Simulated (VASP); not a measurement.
# InAs (F-43m) in VASP: a series of runs

Runs on InAs. Level: PBEsol. Tasks: single point.

Everything below comes from runs of VASP 6.6.1. Logs are shortened: lines on timing, memory, paths and dates and some standing lists are left out, and cuts for length are marked.

### Step 1. The cell of the first run

It takes space group F-43m (No. 216, cubic). Conventional cell: a = 5.744 Å, b = 5.744 Å, c = 5.744 Å, α = 90.00°, β = 90.00°, γ = 90.00°. In (site symmetry -43m) has 4 As at 2.49 Å within 3.3 Å. As (site symmetry -43m) has 4 In at 2.49 Å within 3.3 Å.

### Step 2. Single point, PBEsol (23.69 Å³/atom)

Input file INCAR:

```
PREC = Accurate ; ENCUT = 520
EDIFF = 1E-6 ; ISMEAR = 0
SIGMA = 0.15 ; LREAL = False
LASPH = True ; NELM = 100
ALGO = Normal ; ISIF = 2
LWAVE = False ; LCHARG = False
GGA = PS ; NBANDS = 16
```

Input file KPOINTS:

```
Automatic mesh
0
Gamma
  14 14 14
```

Input file POSCAR:

```
InAs
1.0
    0.0000000000      2.8720663206      2.8720663206
    2.8720663206      0.0000000000      2.8720663206
    2.8720663206      2.8720663206      0.0000000000
In As
1 1
Direct
    0.0000000000      0.0000000000      0.0000000000
    0.7500000000      0.7500000000      0.7500000000
```

Potentials or basis: VASP PAW PBE potentials, release 64 (In_d, As).

The run is started by

```bash
> cat potpaw_PBE.64/In_d/POTCAR potpaw_PBE.64/As/POTCAR > POTCAR
> mpirun -np 1 vasp_std > vasp.out
```

OUTCAR:

```text
PREC = Accurate
   ENCUT = 520
   EDIFF = 1E-6
   ISMEAR = 0
   LREAL = False
   LASPH = True
   NELM = 100
   ISIF = 2
   GGA = PS

 ion  position               nearest neighbor table
   1  0.000  0.000  0.000-   2 2.49   2 2.49   2 2.49   2 2.49
   2  0.750  0.750  0.750-   1 2.49   1 2.49   1 2.49   1 2.49

  LATTYP: Found a face centered cubic cell.
 ALAT       =     5.7441326412

  Lattice vectors:

 A1 = (   0.0000000000,   2.8720663206,   2.8720663206)
 A2 = (   2.8720663206,   0.0000000000,   2.8720663206)
 A3 = (   2.8720663206,   2.8720663206,   0.0000000000)

Analysis of symmetry for initial positions (statically):
=====================================================================
 Subroutine PRICEL returns:
 Original cell was already a primitive cell.

 Routine SETGRP: Setting up the symmetry group for a
 face centered cubic supercell.

 Subroutine GETGRP returns: Found 24 space group operations
 (whereof 24 operations were pure point group operations)
 out of a pool of 48 trial point group operations.

The static configuration has the point symmetry T_d .

Analysis of symmetry for dynamics (positions and initial velocities):
=====================================================================
 Subroutine PRICEL returns:
 Original cell was already a primitive cell.

 Routine SETGRP: Setting up the symmetry group for a
 face centered cubic supercell.

 Subroutine GETGRP returns: Found 24 space group operations
 (whereof 24 operations were pure point group operations)
 out of a pool of 48 trial point group operations.

The dynamic configuration has the point symmetry T_d .

 Subroutine INISYM returns: Found 24 space group operations
 (whereof 24 operations are pure point group operations),
 and found     1 'primitive' translations

----------------------------------------------------------------------------------------

                                     Primitive cell

  volume of cell :      47.3820

  direct lattice vectors                    reciprocal lattice vectors
     0.000000000  2.872066321  2.872066321    -0.174090687  0.174090687  0.174090687
     2.872066321  0.000000000  2.872066321     0.174090687 -0.174090687  0.174090687
     2.872066321  2.872066321  0.000000000     0.174090687  0.174090687 -0.174090687

  length of vectors
     4.061715143  4.061715143  4.061715143     0.301533916  0.301533916  0.301533916

  position of ions in fractional coordinates (direct lattice)
     0.000000000  0.000000000  0.000000000
     0.750000000  0.750000000  0.750000000

  ion indices of the primitive-cell ions
   primitive index   ion index
                 1           1
                 2           2

----------------------------------------------------------------------------------------

 KPOINTS: Automatic mesh

Automatic generation of k-mesh.
 Grid dimensions read from file:
 generate k-points for:   14   14   14

 Generating k-lattice:

  Cartesian coordinates                     Fractional coordinates (reciprocal lattice)
    -0.012435049  0.012435049  0.012435049     0.071428571  0.000000000  0.000000000
     0.012435049 -0.012435049  0.012435049     0.000000000  0.071428571  0.000000000
     0.012435049  0.012435049 -0.012435049     0.000000000  0.000000000  0.071428571

  Length of vectors
     0.021538137  0.021538137  0.021538137

  Shift w.r.t. Gamma in fractional coordinates (k-lattice)
     0.000000000  0.000000000  0.000000000

 Subroutine IBZKPT returns following result:
 ===========================================

 Found    104 irreducible k-points:

 Following reciprocal coordinates:
            Coordinates               Weight
  0.000000  0.000000  0.000000      1.000000
  0.071429  0.000000  0.000000      8.000000
  0.142857  0.000000  0.000000      8.000000
  0.214286  0.000000  0.000000      8.000000
  0.285714  0.000000  0.000000      8.000000
  0.357143  0.000000  0.000000      8.000000
[... 16 lines left out ...]
  0.214286  0.142857  0.000000     24.000000
  0.285714  0.142857  0.000000     24.000000
 [... further k-points ...]
   k-points           NKPTS =    104   k-points in BZ     NKDIM =    104   number of bands    NBANDS=     16
   number of dos      NEDOS =    301   number of ions     NIONS =      2
   total plane-waves  NPLWV =  27000
   dimension x,y,z NGX =    30 NGY =   30 NGZ =   30
   dimension x,y,z NGXF=    60 NGYF=   60 NGZF=   60
   ions per type =               1   1
   NGX,Y,Z   is equivalent  to a cutoff of  12.28, 12.28, 12.28 a.u.
   NGXF,Y,Z  is equivalent  to a cutoff of  24.56, 24.56, 24.56 a.u.
 SYSTEM =  unknown system
   PREC   = accura    normal or accurate (medium, high low for compatibility)
   ISTART =      0    job   : 0-new  1-cont  2-samecut
   ICHARG =      2    charge: 1-file 2-atom 10-const
   ISPIN  =      1    spin polarized calculation?
   LNONCOLLINEAR =      F non collinear calculations
   LSORBIT =      F    spin-orbit coupling
   LASPH  =      T    aspherical Exc in radial PAW
   ENCUT  =  520.0 eV  38.22 Ry    6.18 a.u.   7.55  7.55  7.55*2*pi/ulx,y,z
   NELM   =    100;   NELMIN=  2; NELMDL= -5     # of ELM steps
   EDIFF  = 0.1E-05   stopping-criterion for ELM
   LREAL  =      F    real-space projection
   EDIFFG = 0.1E-04   stopping-criterion for IOM
   NSW    =      0    number of steps for IOM
   IBRION =     -1    ionic relax: 0-MD 1-quasi-New 2-CG
   NFREE  =      0    steps in history (QN), initial steepest desc. (CG)
   ISIF   =      2    stress and relaxation
   ISYM   =      2    0-nonsym 1-usesym 2-fastsym
   POTIM  = 0.5000    time-step for ionic-motion
   TEBEG  =    0.0;   TEEND  =   0.0 temperature during run
   PSTRESS=    0.0 pullay stress
   NELECT =      18.0000    total number of electrons
   NUPDOWN=      -1.0000    fix difference up-down
   EMIN   =  10.00;   EMAX   =-10.00  energy-range for DOS
   EFERMI =   0.00;   METHOD = LEGACY
   ISMEAR =     0;   SIGMA  =   0.15  broadening in eV -4-tet -1-fermi 0-gaus
   EFERMI_NEDOS =   21; number of points for ismear=-14 and -15
   IALGO  =     38    algorithm
   IMIX   =      4    mixing-type and parameters
     AMIX     =   0.40;   BMIX     =  1.00
     AMIX_MAG =   1.60;   BMIX_MAG =  1.00
  volume/ion in A,a.u.               =      23.69       159.87
  Fermi-wavevector in a.u.,A,eV,Ry     =   1.185663  2.240578 19.127020  1.405796
  Thomas-Fermi vector in A             =   2.321852
   LORBIT       =      0    0 simple, 1 ext, 2 COOP (PROOUT), +10 PAW based schemes
   GGA     = PS    functional components
   LHFCALC =     F    Hartree Fock is set to
   AEXX    =    0.0000 exact exchange contribution
   IVDW    =     0    specifies the selected vdW correction
   LEPSILON=     F    determine dielectric tensor
   LRPA    =     F    only Hartree local field effects (RPA)
 non-spin polarized calculation
 Gauss-broadening in eV      SIGMA  =   0.15
  energy-cutoff  :      520.00
  volume of cell :       47.38
 maximum number of plane-waves:      1299
   NGX = 15   NGY = 15   NGZ = 15

 number of electron      18.0000000 magnetization

 Free energy of the ion-electron system (eV)
  ---------------------------------------------------
  ext. energy  EPLUGINS =         0.00000000
  ---------------------------------------------------
  free energy    TOTEN  =        -8.13389991 eV

  energy without entropy =       -8.13389134  energy(sigma->0) =       -8.13389562

 E-fermi :   6.3687     XC(G=0):  -9.9743

 val. band max:        6.0901412159   @ k =   0.0000   0.0000   0.0000
 cond. band min:       6.5872779516   @ k =   0.0000   0.0000   0.0000
 fundamental gap:      0.4971367357
 Fermi energy:         6.3686717044

 k-point     1 :       0.0000    0.0000    0.0000
  band No.  band energies     occupation
      1      -8.6730      2.00000
      2      -8.6730      2.00000
      3      -8.6730      2.00000
      4      -8.4648      2.00000
      5      -8.4648      2.00000
      6      -6.9338      2.00000
[... 8 lines left out ...]
     15      16.1597      0.00000
     16      16.1597      0.00000

 k-point     2 :       0.0714    0.0000    0.0000
  band No.  band energies     occupation
      1      -8.6883      2.00000
      2      -8.6696      2.00000
      3      -8.6696      2.00000
      4      -8.4651      2.00000
      5      -8.4651      2.00000
      6      -6.8611      2.00000
[... 8 lines left out ...]
     15      15.4967      0.00000
     16      15.4967      0.00000

 k-point     3 :       0.1429    0.0000    0.0000
  band No.  band energies     occupation
      1      -8.7279      2.00000
      2      -8.6602      2.00000
      3      -8.6602      2.00000
      4      -8.4653      2.00000
      5      -8.4653      2.00000
      6      -6.6510      2.00000
[... 8 lines left out ...]
     15      14.9154      0.00000
     16      14.9173      0.00000

 k-point     4 :       0.2143    0.0000    0.0000
  band No.  band energies     occupation
      1      -8.7787      2.00000
      2      -8.6478      2.00000
      3      -8.6478      2.00000
      4      -8.4645      2.00000
      5      -8.4645      2.00000
      6      -6.3234      2.00000
[... 8 lines left out ...]
     15      14.7121      0.00000
     16      14.7121      0.00000

 k-point     5 :       0.2857    0.0000    0.0000
  band No.  band energies     occupation
      1      -8.8286      2.00000
      2      -8.6357      2.00000
      3      -8.6357      2.00000
      4      -8.4617      2.00000
      5      -8.4617      2.00000
      6      -5.9073      2.00000
[... 8 lines left out ...]
     15      14.9898      0.00000
     16      14.9898      0.00000

 k-point     6 :       0.3571    0.0000    0.0000
  band No.  band energies     occupation
      1      -8.8694      2.00000
      2      -8.6267      2.00000
      3      -8.6267      2.00000
      4      -8.4572      2.00000
      5      -8.4572      2.00000
      6      -5.4530      2.00000
[... 8 lines left out ...]
     15      15.7020      0.00000
     16      15.7020      0.00000

 k-point     7 :       0.4286    0.0000    0.0000
  band No.  band energies     occupation
      1      -8.8959      2.00000
      2      -8.6216      2.00000
      3      -8.6216      2.00000
      4      -8.4528      2.00000
      5      -8.4528      2.00000
      6      -5.0595      2.00000
[... 8 lines left out ...]
     15      16.6647      0.00000
     16      16.6647      0.00000

 k-point     8 :       0.5000    0.0000    0.0000
  band No.  band energies     occupation
      1      -8.9050      2.00000
      2      -8.6200      2.00000
      3      -8.6200      2.00000
      4      -8.4510      2.00000
      5      -8.4510      2.00000
      6      -4.8928      2.00000
[... 8 lines left out ...]
     15      17.3397      0.00000
     16      17.3397      0.00000

 k-point     9 :       0.0714    0.0714    0.0000
  band No.  band energies     occupation
      1      -8.6968      2.00000
      2      -8.6664      2.00000
      3      -8.6664      2.00000
      4      -8.4676      2.00000
      5      -8.4629      2.00000
      6      -6.8372      2.00000
[... 8 lines left out ...]
     15      14.8399      0.00000
     16      16.2129      0.00000
[... 172 lines left out ...]
 k-point    19 :      -0.2143    0.0714    0.0000
  band No.  band energies     occupation
      1      -8.8036      2.00000
      2      -8.6432      2.00000
      3      -8.6368      2.00000
      4      -8.4694      2.00000
      5      -8.4598      2.00000
      6      -6.1375      2.00000
[... 8 lines left out ...]
     15      14.7752      0.00000
     16      15.6756      0.00000

 k-point    20 :      -0.1429    0.0714    0.0000
  band No.  band energies     occupation
      1      -8.7552      2.00000
      2      -8.6559      2.00000
      3      -8.6489      2.00000
      4      -8.4695      2.00000
      5      -8.4619      2.00000
      6      -6.4946      2.00000
[... 8 lines left out ...]
     15      14.7956      0.00000
     16      15.6103      0.00000

 k-point    21 :      -0.0714    0.0714    0.0000
  band No.  band energies     occupation
      1      -8.7128      2.00000
      2      -8.6657      2.00000
      3      -8.6608      2.00000
      4      -8.4675      2.00000
      5      -8.4633      2.00000
      6      -6.7430      2.00000
[... 8 lines left out ...]
     15      14.8089      0.00000
     16      15.2652      0.00000

 k-point    22 :       0.1429    0.1429    0.0000
  band No.  band energies     occupation
      1      -8.7552      2.00000
      2      -8.6477      2.00000
      3      -8.6477      2.00000
      4      -8.4766      2.00000
      5      -8.4577      2.00000
      6      -6.5609      2.00000
[... 8 lines left out ...]
     15      15.7198      0.00000
     16      16.3708      0.00000

 k-point    23 :       0.2143    0.1429    0.0000
  band No.  band energies     occupation
      1      -8.7928      2.00000
      2      -8.6364      2.00000
      3      -8.6344      2.00000
      4      -8.4819      2.00000
      5      -8.4544      2.00000
      6      -6.3215      2.00000
[... 8 lines left out ...]
     15      16.1688      0.00000
     16      16.3416      0.00000

 k-point    24 :       0.2857    0.1429    0.0000
  band No.  band energies     occupation
      1      -8.8330      2.00000
      2      -8.6266      2.00000
      3      -8.6209      2.00000
      4      -8.4844      2.00000
      5      -8.4511      2.00000
      6      -5.9752      2.00000
[... 8 lines left out ...]
     15      16.1600      0.00000
     16      16.2011      0.00000

 [... further k-points ...]

------------------------ aborting loop because EDIFF is reached ----------------------------------------

  FORCE on cell =-STRESS in cart. coord.  units (eV):
  Direction    XX          YY          ZZ          XY          YZ          ZX
  --------------------------------------------------------------------------------------
  -------------------------------------------------------------------------------------
  Total        4.3612382      4.3612382      4.3612382     -0.0000000     -0.0000000     -0.0000000
  in kB      147.4711276    147.4711276    147.4711276     -0.0000000     -0.0000000     -0.0000000
  external PRESSURE =     147.4711276 kB  Pullay stress =       0.0000000 kB

 VOLUME and BASIS-vectors are now :
 -----------------------------------------------------------------------------
  energy-cutoff  :      520.00
  volume of cell :       47.38
      direct lattice vectors                 reciprocal lattice vectors
     0.000000000  2.872066321  2.872066321    -0.174090687  0.174090687  0.174090687
     2.872066321  0.000000000  2.872066321     0.174090687 -0.174090687  0.174090687
     2.872066321  2.872066321  0.000000000     0.174090687  0.174090687 -0.174090687

 POSITION                                       TOTAL-FORCE (eV/Angst)
 -----------------------------------------------------------------------------------
      0.00000      0.00000      0.00000        -0.000000     -0.000000     -0.000000
      4.30810      4.30810      4.30810         0.000000      0.000000      0.000000
 -----------------------------------------------------------------------------------
    total drift:                                0.000000      0.000000      0.000000

  FREE ENERGIE OF THE ION-ELECTRON SYSTEM (eV)
  ---------------------------------------------------
  free  energy   TOTEN  =        -8.1338999077 eV

  energy  without entropy=       -8.1338913396  energy(sigma->0) =       -8.13389562
```

Wall time 1.8 min (1 thread of Intel Xeon 8259CL, shared host); peak memory 0.23 GiB.

Results:

```yaml
Free_energy: -8.1339 eV
Pressure: 14.7 GPa
Band_gap_on_the_k_mesh: 0.50 eV
```

Caveat: the cell stands under pressure; semilocal functionals underestimate gaps, and a narrow one can read as zero; the PAW data sets were made with another functional, which shifts forces and pressure a little; spin-orbit coupling is left out, which moves the levels of the heavy elements. A hybrid or GW would open this gap; PBEsol tends to underestimate it.

### Step 3. Single point, PBEsol (25.95 Å³/atom)

This run uses another cell than the first one, of 25.95 Å³/atom.

Input file INCAR:

```
SYSTEM = InAs
ALGO = Normal
EDIFF = 1E-7
ENCUT = 520
GGA = PS
ISIF = 2
ISMEAR = 0
LASPH = .TRUE.
LCHARG = .FALSE.
LREAL = .FALSE.
LWAVE = .FALSE.
NBANDS = 16
NELM = 80
PREC = Accurate
SIGMA = 0.15
```

Input file KPOINTS:

```
k-points
0
G
  14 14 14
  0 0 0
```

Input file POSCAR:

```
InAs
1.0
    0.0000000000      2.9604817210      2.9604817210
    2.9604817210      0.0000000000      2.9604817210
    2.9604817210      2.9604817210      0.0000000000
In As
1 1
Direct
    0.0000000000      0.0000000000      0.0000000000
    0.7500000000      0.7500000000      0.7500000000
```

Potentials or basis: VASP PAW PBE potentials, release 64 (In_d, As).

The run is started by

```bash
> cat potpaw_PBE.64/In_d/POTCAR potpaw_PBE.64/As/POTCAR > POTCAR
> mpirun -np 1 vasp_std > vasp.out
```

Run time: 1.8 min. Hardware: 1 thread of Intel Xeon 8259CL, shared host; peak memory 0.24 GiB.

Results (log left out):

| Quantity | Value |
| --- | --- |
| Free energy | -8.4142 eV |
| Pressure | 5.8 GPa |
| Band gap on the k mesh | 0.04 eV |

Levels at points of the mesh, in eV from the valence-band top:
```
           k point  band 7  band 8  band 9  band 10  band 11  band 12
(0.00, 0.00, 0.00)    0.00    0.00    0.00     0.04     3.88     3.88
(0.50, 0.00, 0.00)   -6.16   -1.10   -1.10     1.01     4.65     4.65
(0.50, 0.50, 0.00)   -6.17   -2.57   -2.57     1.33     1.97     9.50
```

Caveat: the cell stands under pressure; the smearing spreads over this small gap; semilocal functionals underestimate gaps, and a narrow one can read as zero; the PAW data sets were made with another functional, which shifts forces and pressure a little; spin-orbit coupling is left out, which moves the levels of the heavy elements.

The gap in the log of VASP goes by the Fermi energy; the results here count the filled bands.